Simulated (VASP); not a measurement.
The system is Nb.

```
Nb
1.0
     0.00000    2.11500    2.11500
     2.11500    0.00000    2.11500
     2.11500    2.11500    0.00000
Nb
1
Direct
  0.00000 0.00000 0.00000
```

Base run:

- Program: VASP 6.6.1
- Functional: PBE
- Potentials or basis: VASP PAW PBE potentials, release 64 (Nb_sv)
- Cutoff: 520 eV
- k mesh: 13 × 13 × 13
- Occupations: fermi-dirac, width 0.08 eV
- Spin: no spin polarisation

Its results: pressure -1.4 GPa.

The run is repeated on the same cell with these changes: functional from PBE to PBEsol; further incar settings from ALGO = Normal; EDIFF = 1e-08; NBANDS = 12 to ALGO = Normal; EDIFF = 1e-06; NBANDS = 12. What comes out?

Pressure -6.9 GPa.

Caveats: the PAW data sets were made with another functional, which shifts forces and pressure a little (some runs).
